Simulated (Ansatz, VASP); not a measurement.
## TeW: VASP beside Ansatz

```
CELL_PARAMETERS angstrom
0.00000 2.80195 2.80195
2.80195 0.00000 2.80195
2.80195 2.80195 0.00000
ATOMIC_POSITIONS crystal
Te 0.50000 0.50000 0.50000
W 0.00000 0.00000 0.00000
```

Change from the starting cell: species swapped into the ScS type (Fm-3m, No. 225).

Alike in both runs: functional PBE; k mesh 6 × 6 × 6; occupations gaussian, width 0.2 eV; no spin polarisation.

Ansatz relaxed the structure, and its values are those at the end. VASP's run is a single point on that final structure, the one shown.

```csv
,VASP,Ansatz
version,VASP 6.6.1,Ansatz 0.2.0
potentials or method,"VASP PAW PBE potentials, release 64 (Te, W_sv), cutoff 500 eV","scalar-relativistic, plane waves, PAW"
valence electrons in the cell,20,30
```

```csv
,VASP,Ansatz,Ansatz less VASP
gap on the k mesh at the Fermi level (eV),none,none,-
pressure (GPa),-0.4,-0.4,+0.02
```

A gap of «none» marks a metal or a gap that the smearing closes. VASP's potentials hold 20 valence electrons a cell and Ansatz's 30, so a difference there can come from the potentials and not from the codes.

Neither program's run includes spin-orbit coupling.
